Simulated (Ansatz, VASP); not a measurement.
## Two plane-wave programs on GaSb3

```
CELL_PARAMETERS angstrom
0.00000 3.58550 3.58550
3.58550 0.00000 3.58550
3.58550 3.58550 0.00000
ATOMIC_POSITIONS crystal
Ga 0.00000 0.00000 0.00000
Sb 0.27092 0.22908 0.27092
Sb 0.77092 0.72908 0.77092
Sb 0.52092 0.47908 0.52092
```

Change from the starting cell: all Sb atoms moved +0.150 Å, as atom 2 along Cartesian [0 1 0].

Alike in both runs: task single point; functional PBEsol; dispersion D3(BJ); k mesh 12 × 12 × 12; occupations gaussian, width 0.15 eV; no spin polarisation.

```csv
,VASP,Ansatz
version,VASP 6.6.1,Ansatz 0.2.0
potentials or method,"VASP PAW PBE potentials, release 64 (Ga_d, Sb), cutoff 520 eV","scalar-relativistic, plane waves, PAW"
valence electrons in the cell,28,58
```

Ansatz gave:

| Item | Value |
| --- | --- |
| gap on the k mesh at the Fermi level (eV) | none |
| pressure (GPa) | 0.7 |
| traceless stress, the component that is largest in VASP (GPa) | -0.10 |
| rms of the force components (eV/Å) | 0.108 |

Q: Estimate VASP's values.

A: gap on the k mesh at the Fermi level (eV): none; pressure (GPa): 0.7; traceless stress, the component that is largest in VASP (GPa): -0.11; rms of the force components (eV/Å): 0.110.

VASP's potentials were made for PBE, not for PBEsol. Atom by atom the forces differ by 0.001 eV/Å (rms over components). A gap of «none» marks a metal or a gap that the smearing closes. VASP's potentials hold 28 valence electrons a cell and Ansatz's 58, so a difference there can come from the potentials and not from the codes.

Neither program's run includes spin-orbit coupling.
